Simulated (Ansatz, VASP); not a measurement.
## Rh: VASP beside Ansatz

The input INCAR:

```
SYSTEM = Rh
ALGO = Normal ; EDIFF = 1E-6
ENCUT = 500 ; GGA = PS
GGA_COMPAT = .FALSE. ; ISIF = 2
ISMEAR = -5 ; LASPH = .TRUE.
LCHARG = .TRUE. ; LELF = .TRUE.
LREAL = .FALSE. ; LVHAR = .TRUE.
LWAVE = .FALSE. ; NBANDS = 22
NELM = 120 ; PREC = Accurate
SIGMA = 0.1
```

Contents of KPOINTS:

```
k-points
0
G
  6 6 4
  0 0 0
```

The input POSCAR:

```
Rh
1.0
    2.7309790422      0.0000000000      0.0000000000
   -1.3654895211      2.3650972278      0.0000000000
    0.0000000000      0.0000000000      4.4284890000
Rh
2
Direct
    0.6666666667      0.3333333333      0.7500000000
    0.3333333333      0.6666666667      0.2500000000
```

Input for Ansatz:

```yaml
crystal:
  lattice:
    - [2.7309790422, 0.0, 0.0]
    - [-1.3654895211, 2.3650972278, 0.0]
    - [0.0, 0.0, 4.428489]
  atoms:
    - { symbol: Rh, position: [0.6666666667, 0.3333333333, 0.75] }
    - { symbol: Rh, position: [0.3333333333, 0.6666666667, 0.25] }
basis:
  ecutwfc: 420
kpoints:
  mp_grid: { grid: [6, 6, 4] }
hamiltonian:
  xc: pbesol
scf:
  occupations: { method: tetrahedron }
output:
  forces: true
  stress: true
  eigenvalues: true
```

Alike in both runs: task single point; functional PBEsol; k mesh 6 × 6 × 4; occupations tetrahedron; no spin polarisation.

|  | VASP | Ansatz |
| --- | --- | --- |
| version | VASP 6.6.1 | Ansatz 0.2.0 |
| potentials or method | VASP PAW PBE potentials, release 64 (Rh_pv), cutoff 500 eV | scalar-relativistic, plane waves, PAW |
| valence electrons in the cell | 30 | 34 |

```csv
,VASP,Ansatz,Ansatz less VASP
gap on the k mesh at the Fermi level (eV),none,none,-
pressure (GPa),-13.7,-13.6,+0.09
"traceless stress, the component that is largest in VASP (GPa)",-4.86,-4.17,+0.688
```

VASP's potentials were made for PBE, not for PBEsol. A gap of «none» marks a metal or a gap that the smearing closes. VASP's potentials hold 30 valence electrons a cell and Ansatz's 34, so a difference there can come from the potentials and not from the codes. Ansatz's warnings: band table not solved further, tetrahedron derivatives may miss energy slope.

The k mesh is coarse, so the values compare programs but aren't converged.
